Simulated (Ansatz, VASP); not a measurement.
# Sb: VASP beside Ansatz

```
CELL_PARAMETERS angstrom
0.00000 2.32405 2.32405
2.32405 0.00000 2.32405
2.32405 2.32405 0.00000
ATOMIC_POSITIONS crystal
Sb 0.00000 0.00000 0.00000
```

Change from the starting cell: volume scaled by 1.025.

Alike in both runs: task single point; functional PBE; k mesh 12 × 12 × 12; occupations fermi-dirac, width 0.05 eV; no spin polarisation.

|  | VASP | Ansatz |
| --- | --- | --- |
| version | VASP 6.6.1 | Ansatz 0.2.0 |
| potentials or method | VASP PAW PBE potentials, release 64 (Sb), cutoff 520 eV | all-electron LAPW, scalar-relativistic |

|  | VASP | Ansatz | Ansatz less VASP |
| --- | --- | --- | --- |
| pressure (GPa) | 6.4 | 6.5 | +0.15 |

Ansatz ran all-electron here, and VASP with PAW potentials.

Neither program's run includes spin-orbit coupling.
